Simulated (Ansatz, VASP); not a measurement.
## Ga2O3 in VASP and in Ansatz

Contents of INCAR:

```
PREC = Accurate ; ENCUT = 520
EDIFF = 1E-7 ; ISMEAR = 0
SIGMA = 0.1 ; LREAL = F
LASPH = T ; NELM = 100
ALGO = Normal ; ISIF = 2
LWAVE = F ; LCHARG = F
GGA = PE ; NBANDS = 55
```

File KPOINTS:

```
regular mesh
0
Gamma
  6 6 6
```

File POSCAR:

```
Ga2O3
1.0
    2.4997250000      1.4432169000      4.5003166700
   -2.4997250000      1.4432169000      4.5003166700
    0.0000000000     -2.8864338000      4.5003166700
Ga O
4 6
Direct
    0.8559600000      0.8559600000      0.8559600000
    0.6440400000      0.6440400000      0.6440400000
    0.1440400000      0.1440400000      0.1440400000
    0.3559600000      0.3559600000      0.3559600000
    0.0526000000      0.4474000000      0.7500000000
    0.7500000000      0.0526000000      0.4474000000
    0.4474000000      0.7500000000      0.0526000000
    0.9474000000      0.5526000000      0.2500000000
    0.2500000000      0.9474000000      0.5526000000
    0.5526000000      0.2500000000      0.9474000000
```

Input for Ansatz:

```yaml
crystal:
  lattice:
    - [2.499725, 1.4432169, 4.50031667]
    - [-2.499725, 1.4432169, 4.50031667]
    - [0.0, -2.8864338, 4.50031667]
  atoms:
    - { symbol: Ga, position: [0.85596, 0.85596, 0.85596] }
    - { symbol: Ga, position: [0.64404, 0.64404, 0.64404] }
    - { symbol: Ga, position: [0.14404, 0.14404, 0.14404] }
    - { symbol: Ga, position: [0.35596, 0.35596, 0.35596] }
    - { symbol: O, position: [0.0526, 0.4474, 0.75] }
    - { symbol: O, position: [0.75, 0.0526, 0.4474] }
    - { symbol: O, position: [0.4474, 0.75, 0.0526] }
    - { symbol: O, position: [0.9474, 0.5526, 0.25] }
    - { symbol: O, position: [0.25, 0.9474, 0.5526] }
    - { symbol: O, position: [0.5526, 0.25, 0.9474] }
basis:
  ecutwfc: 420
kpoints:
  mp_grid: { grid: [6, 6, 6] }
hamiltonian:
  xc: pbe
  pseudopotentials: { kind: paw, azcp: { folder: soft_1 } }
scf:
  occupations: { method: gaussian, width: 0.1 }
output:
  forces: true
  stress: true
  eigenvalues: true
```

Alike in both runs: task single point; functional PBE; k mesh 6 × 6 × 6; occupations gaussian, width 0.1 eV; no spin polarisation.

|  | VASP | Ansatz |
| --- | --- | --- |
| version | VASP 6.6.1 | Ansatz 0.2.0 |
| potentials or method | VASP PAW PBE potentials, release 64 (Ga_d, O), cutoff 520 eV | scalar-relativistic, plane waves, PAW |
| valence electrons in the cell | 88 | 88 |

|  | VASP | Ansatz | Ansatz less VASP |
| --- | --- | --- | --- |
| gap on the k mesh at the Fermi level (eV) | 2.73 | 2.74 | +0.013 |
| least direct gap on the mesh (eV) | 2.97 | 2.99 | +0.013 |
| pressure (GPa) | 8.0 | 7.0 | -0.95 |
| traceless stress, the component that is largest in VASP (GPa) | -1.19 | -1.10 | +0.083 |
| rms of the force components (eV/Å) | 0.020 | 0.020 | -0.0004 |

Atom by atom the forces differ by 0.006 eV/Å (rms over components).
